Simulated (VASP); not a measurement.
# Hg (I4_1/amd) in VASP: a run that goes wrong, beside a sound one

A flawed run on Hg and a sound one for comparison.

Everything below comes from runs of VASP 6.6.1. Logs are shortened: lines on timing, memory, paths and dates and some standing lists are left out, and cuts for length are marked.

## 1. The cell of the first run

Symmetry: I4_1/amd, No. 141, tetragonal system. The conventional cell has a = 6.049 Å, b = 6.049 Å, c = 3.247 Å, α = 90.00°, β = 90.00°, γ = 90.00°. Hg (site symmetry -4m2) has 10 Hg at 3.13 to 3.88 Å within 4.1 Å.

## 2. A run with an altered input

The input, INCAR:

```
SYSTEM = Hg
  GGA = PS
  ISMEAR = 1
  SIGMA = 0.1
  LWAVE = .False.
  LCHARG = .False.
  NSW = 80
  PREC = Low
  LASPH = .True.
  LREAL = .False.
  ALGO = Normal
  EDIFF = 1E-6
  NELM = 62
  GGA_COMPAT = .False.
  IBRION = 2
  ISIF = 3
  EDIFFG = -0.005
  NELMIN = 4
  ENCUT = 160
  KPAR = 8
  POTIM = 0.5
```

The input, KPOINTS:

```
Automatic mesh
0
Gamma
  10 10 10
  0 0 0
```

The input, POSCAR:

```
Hg
1.0
   -3.0243269419      3.0243269419      1.6233147279
    3.0243269419     -3.0243269419      1.6233147279
    3.0243269419      3.0243269419     -1.6233147279
Hg
2
Direct
    0.0000000000      0.0000000000      0.0000000000
    0.7500000000      0.2500000000      0.5000000000
```

Potentials or basis: VASP PAW PBE potentials, release 64 (Hg).

Run with:

```sh
cat potpaw_PBE.64/Hg/POTCAR > POTCAR
cp POSCAR.step1 POSCAR
mpirun -np 8 vasp_std > vasp.out
cp CONTCAR POSCAR
mpirun -np 8 vasp_std > vasp.out
```

OUTCAR:

```text
SYSTEM = Hg
   GGA = PS
   ISMEAR = 1
   NSW = 80
   PREC = Low
   LASPH = .True.
   LREAL = .False.
   EDIFF = 1E-6
   NELM = 62
   IBRION = 2
[... 31 lines left out ...]
   LASPH  =      T    aspherical Exc in radial PAW
   ENCUT  =  160.0 eV  11.76 Ry    3.43 a.u.   4.72  4.72  4.72*2*pi/ulx,y,z
   NELM   =     62;   NELMIN=  4; NELMDL=  0     # of ELM steps
   EDIFF  = 0.1E-05   stopping-criterion for ELM
   LREAL  =      F    real-space projection
   EDIFFG = -.5E-02   stopping-criterion for IOM
   NSW    =     80    number of steps for IOM
   IBRION =      2    ionic relax: 0-MD 1-quasi-New 2-CG
   NFREE  =      1    steps in history (QN), initial steepest desc. (CG)
   ISIF   =      3    stress and relaxation
[... 168 lines left out ...]

 [... further k-points ...]

------------------------ aborting loop because EDIFF is reached ----------------------------------------

  FORCE on cell =-STRESS in cart. coord.  units (eV):
  Direction    XX          YY          ZZ          XY          YZ          ZX
  --------------------------------------------------------------------------------------
[... 13 lines left out ...]

 POSITION                                       TOTAL-FORCE (eV/Angst)
 -----------------------------------------------------------------------------------
      0.00000      0.00000      0.00000        -0.000000      0.000000      0.000000
      0.00000      3.02433      0.81166         0.000000     -0.000000     -0.000000
 -----------------------------------------------------------------------------------
    total drift:                               -0.000000      0.000000      0.000000

  FREE ENERGIE OF THE ION-ELECTRON SYSTEM (eV)
  ---------------------------------------------------
  free  energy   TOTEN  =         1.2378010202 eV

  energy  without entropy=        1.2378439811  energy(sigma->0) =        1.23781534
```

On the terminal:

```text
POSCAR found type information on POSCAR Hg
 POSCAR found :  1 types and       2 ions
 scaLAPACK will be used
[... 67 lines left out ...]
1
1
1
```

Wall time 15 s (8 MPI ranks of AMD EPYC 9R45 (Zen 5), shared host).

The program failed during the run. The input was made wrong on purpose: cell relaxed at a low cutoff (ENCUT = 160; PREC = Low).

## 3. Relaxation of cell and atoms, PBEsol (29.70 Å³/atom)

POSCAR is that of step 2.

The input, INCAR.step1:

```
SYSTEM = Hg
  GGA = PS
  ISMEAR = 1
  SIGMA = 0.05
  LWAVE = .False.
  LCHARG = .False.
  NSW = 80
  PREC = Accurate
  LASPH = .True.
  LREAL = .False.
  ALGO = Normal
  EDIFF = 1E-7
  NELM = 120
  GGA_COMPAT = .False.
  IBRION = 2
  ISIF = 3
  EDIFFG = -0.002
  NELMIN = 4
  ENCUT = 610
  KPAR = 8
  POTIM = 0.5
```

The input, INCAR.step4:

```
SYSTEM = Hg
  GGA = PS
  ISMEAR = 1
  SIGMA = 0.05
  LWAVE = .False.
  LCHARG = .False.
  PREC = Accurate
  LASPH = .True.
  LREAL = .False.
  ALGO = Normal
  EDIFF = 1E-7
  NELM = 120
  GGA_COMPAT = .False.
  ISIF = 2
  ENCUT = 610
  KPAR = 8
```

The input, KPOINTS:

```
Automatic mesh
0
Gamma
  13 13 13
  0 0 0
```

Potentials or basis: VASP PAW PBE potentials, release 64 (Hg).

Run with:

```sh
cat potpaw_PBE.64/Hg/POTCAR > POTCAR
cp INCAR.step1 INCAR
cp POSCAR.step1 POSCAR
mpirun -np 8 vasp_std > vasp.out
cp CONTCAR POSCAR
mpirun -np 8 vasp_std > vasp.out
cp CONTCAR POSCAR
mpirun -np 8 vasp_std > vasp.out
cp CONTCAR POSCAR
cp INCAR.step4 INCAR
mpirun -np 8 vasp_std > vasp.out
```

Wall time 5.9 min (8 MPI ranks of AMD EPYC 9R45 (Zen 5), shared host); peak memory 0.42 GiB.

It converged, with:

| Property | Result |
| --- | --- |
| Free energy | -1.1197 eV |
| Relaxed volume | 25.07 Å³/atom |
| Relaxed cell | a = 4.357 Å, b = 4.357 Å, c = 4.357 Å, α = 96.79°, β = 96.79°, γ = 139.79° |
| Space group after relaxing (to 0.1 Å) | I4_1/amd (No. 141) |
| Energy gained by relaxing | 64.0 meV/atom |
| Ionic steps | 18 |
| Pressure after relaxing | 0.0 GPa |
| Band gap on the k mesh | zero (bands 12 and 13 overlap by 4.46 eV) |

Step by step:
```tsv
step	energy change (eV)	largest force (eV/Å)	pressure (GPa)	volume (Å³)
1	0.0000	0.0000	-3.37	59.39
2	-0.0952	0.0000	-2.20	54.19
3	-0.1240	0.0000	-0.26	50.79
4	-0.1244	0.0000	0.06	50.36
5	-0.1243	0.0000	-0.08	50.53
6	-0.1251	0.0000	-0.09	50.50
7	-0.1274	0.0000	-0.17	50.40
8	-0.1221	0.0000	0.18	50.15
9	-0.1281	0.0000	-0.17	50.34
10	-0.1281	0.0000	-0.15	50.33
11	-0.1281	0.0000	0.20	49.93
12	-0.1282	0.0000	-0.02	50.16
13	-0.1282	0.0000	0.00	50.15
14	-0.1282	0.0000	-0.01	50.15
15	-0.1282	0.0000	0.04	50.14
16	-0.1282	0.0000	-0.01	50.14
17	-0.1280	0.0000	0.00	50.14
18	-0.1280	0.0000	0.00	50.14
```

Final structure:
```yaml
crystal:
  lattice:
    - [-2.89316, 2.89316, 1.49762]
    - [2.89316, -2.89316, 1.49762]
    - [2.89316, 2.89316, -1.49762]
  atoms:
    - { symbol: Hg, position: [0.00000, 0.00000, 0.00000] }
    - { symbol: Hg, position: [0.75000, 0.25000, 0.50000] }
```

Levels at points of the mesh, in eV from the Fermi level:
```tsv
k point	band 8	band 9	band 10	band 11	band 12	band 13	band 14	band 15	band 16
(0.00, 0.00, 0.00)	-6.25	-6.25	-5.89	-5.42	1.26	1.61	1.61	7.70	10.84
```

Caveat: the volume moved by over 15 % at a fixed basis, so the end points are rough; the PAW data sets were made with another functional, which shifts forces and pressure a little; spin-orbit coupling is left out, which moves the levels of the heavy elements.
